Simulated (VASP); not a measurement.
Runs of VASP 6.6.1 on GaN. The structure is that of space group P6_3mc (No. 186), or close to it. The cells are those of the table. 

```tsv
level	cell	k mesh	gap on the mesh (eV)	pressure (GPa)	largest force (eV/Å)
PBE	a = 3.250, b = 3.250, c = 5.295 Å, angles 90.0, 90.0, 120.0°, 4 atoms	9 × 9 × 4	1.52	-4.6	-
PBE	a = 3.282, b = 3.282, c = 5.346 Å, angles 90.0, 90.0, 120.0°, 4 atoms	9 × 9 × 4	(c)	-8.6	0.01
r2SCAN	a = 3.215, b = 3.215, c = 5.235 Å, angles 90.0, 90.0, 120.0°, 4 atoms	9 × 9 × 4	2.14	-4.5	-
r2SCAN	a = 3.151, b = 3.151, c = 5.131 Å, angles 90.0, 90.0, 120.0°, 4 atoms	9 × 9 × 4	2.55	(d)	0.01
r2SCAN	a = 3.183, b = 3.183, c = 5.184 Å, angles 90.0, 90.0, 120.0°, 4 atoms	9 × 9 × 4	2.34	(b)	0.01
PBE	a = 3.183, b = 3.183, c = 5.184 Å, angles 90.0, 90.0, 120.0°, 4 atoms	12 × 12 × 6	1.94	6.2	-
r2SCAN	a = 3.246, b = 3.246, c = 5.285 Å, angles 90.0, 90.0, 120.0°, 4 atoms	9 × 9 × 4	1.94	(a)	-
PBE	a = 3.186, b = 3.186, c = 5.190 Å, angles 90.0, 90.0, 120.0°, 4 atoms	9 × 9 × 4	1.92	5.7	0.01
```

Alike in all rows: task single point; potentials or basis VASP PAW PBE potentials, release 64 (Ga_d, N); no spin polarisation; cutoff (eV) 520; smearing gaussian 0.01 eV.

Q: Estimate the missing entries.

A: (a) -9.2; (b) 1.1; (c) 1.33; (d) 7.6.

Caveats: the PAW data sets were made with another functional, which shifts forces and pressure a little (some runs).

A k mesh can miss the band edges, and the runs leave out spin-orbit coupling on Ga.
